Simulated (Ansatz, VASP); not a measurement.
CdS: VASP beside Ansatz

POSCAR

```
CdS
1.0
    0.0000000000      2.7724455593      2.7724455593
    2.7724455593      0.0000000000      2.7724455593
    2.7724455593      2.7724455593      0.0000000000
Cd S
1 1
Direct
   -0.0106154634      0.0106154634      0.0106154634
    0.5372216687      0.4627783313      0.4627783313
```

File INCAR.step1:

```
SYSTEM = CdS
PREC = Accurate ; ENCUT = 520
ISMEAR = 0 ; SIGMA = 0.05
LREAL = .False. ; LASPH = .True.
NELM = 100 ; NBANDS = 16
GGA = PE ; ALGO = Normal
EDIFF = 1E-4 ; LWAVE = .True.
LCHARG = .False.
```

The input INCAR.step2:

```
SYSTEM = CdS
PREC = Accurate ; ENCUT = 520
EDIFF = 1E-7 ; ISMEAR = 0
SIGMA = 0.05 ; LREAL = .False.
LASPH = .True. ; NELM = 100
ALGO = Normal ; ISIF = 2
LWAVE = .False. ; LCHARG = .False.
METAGGA = R2SCAN ; LMIXTAU = .True.
NBANDS = 16 ; ISTART = 1
```

KPOINTS

```
Automatic mesh
0
Gamma
  8 8 8
  0 0 0
```

Input for Ansatz:

```yaml
crystal:
  lattice:
    - [0.0, 2.7724455593, 2.7724455593]
    - [2.7724455593, 0.0, 2.7724455593]
    - [2.7724455593, 2.7724455593, 0.0]
  atoms:
    - { symbol: Cd, position: [-0.0106154634, 0.0106154634, 0.0106154634] }
    - { symbol: S, position: [0.5372216687, 0.4627783313, 0.4627783313] }
basis:
  ecutwfc: 500
kpoints:
  mp_grid: { grid: [8, 8, 8] }
hamiltonian:
  xc: r2scan
scf:
  occupations: { method: gaussian, width: 0.05 }
output:
  forces: true
  stress: true
  eigenvalues: true
```

Change from the starting cell: mode 4 frozen in at -0.203 Å, equal normal strain along x, y and z +0.0167.

Alike in both runs: task single point; functional r2SCAN; k mesh 8 × 8 × 8; occupations gaussian, width 0.05 eV; no spin polarisation.

```csv
,VASP,Ansatz
version,VASP 6.6.1,Ansatz 0.2.0
potentials or method,"VASP PAW PBE potentials, release 64 (Cd, S), cutoff 520 eV","scalar-relativistic, plane waves, PAW"
valence electrons in the cell,18,26
```

VASP gave:

| Property | Result |
| --- | --- |
| gap on the k mesh at the Fermi level (eV) | 0.85 |
| least direct gap on the mesh (eV) | 1.95 |
| pressure (GPa) | -1.4 |
| traceless stress, the component that is largest in VASP (GPa) | 4.19 |
| rms of the force components (eV/Å) | 0.330 |

Q: Which values does Ansatz return?

A: gap on the k mesh at the Fermi level (eV): 0.88; least direct gap on the mesh (eV): 1.98; pressure (GPa): -1.8; traceless stress, the component that is largest in VASP (GPa): 4.09; rms of the force components (eV/Å): 0.316.

VASP's potentials were made for PBE, not for r2SCAN. Atom by atom the forces differ by 0.014 eV/Å (rms over components). The functional is the same, so the differences come from potentials, cutoffs and numerics. VASP's potentials hold 18 valence electrons a cell and Ansatz's 26, so a difference there can come from the potentials and not from the codes.
